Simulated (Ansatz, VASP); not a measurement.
## Na in VASP and in Ansatz

```
CELL_PARAMETERS angstrom
0.00000 2.55602 2.55602
2.55602 0.00000 2.55602
2.55602 2.55602 0.00000
ATOMIC_POSITIONS crystal
Na 0.00000 0.00000 0.00000
```

Alike in both runs: task relaxation of cell and atoms; functional LDA; k mesh 13 × 13 × 13; occupations fermi-dirac, width 0.1 eV; no spin polarisation.

```csv
,VASP,Ansatz
version,VASP 6.6.1,Ansatz 0.2.0
potentials or method,"VASP PAW LDA potentials, release 64 (Na_pv)","PAW with Ansatz's default frozen-core files, scalar-relativistic"
plane-wave cutoff (eV),500,420
valence electrons in the cell,7,9
```

|  | VASP | Ansatz | Ansatz less VASP |
| --- | --- | --- | --- |
| relaxed volume (Å³/atom) | 33.40 | 33.40 | 0.000 |
| relaxed length of the cell vector where the two differ most in proportion (Å) | 3.615 | 3.615 | 0.0000 |

LDA's correlation is that of Perdew and Zunger in VASP and of Perdew and Wang (1992) in Ansatz. VASP's potentials hold 7 valence electrons a cell and Ansatz's 9, so a difference there can come from the potentials and not from the codes.

Noted on VASP's run: the relaxation stopped at its first step, so nothing moved.
